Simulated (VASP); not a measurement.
Crystal: BP.

```xyz
2
Lattice="0.0000 2.2690 2.2690 2.2690 0.0000 2.2690 2.2690 2.2690 0.0000" Properties=species:S:1:pos:R:3 pbc="T T T"
B     0.0000    0.0000    0.0000
P     3.4035    3.4035    3.4035
```

Base run:

```yaml
Program: VASP 6.6.1
Functional: PBE
Potentials_or_basis: VASP PAW PBE potentials, release 64 (B, P)
Cutoff: 520 eV
k_mesh: 12 × 12 × 12
Occupations: fermi-dirac, width 0.08 eV
Spin: no spin polarisation
```

Its results: band gap on the k mesh 1.24 eV, indirect (least direct gap 3.40 eV); pressure 0.9 GPa.

**Question.** The run is repeated on the same cell with these changes: k mesh from 12 × 12 × 12 to 6 × 6 × 6. What comes out?

**Answer.** Band gap on the k mesh 1.33 eV, indirect (least direct gap 3.40 eV); pressure 1.0 GPa.

A k mesh can miss the band edges.
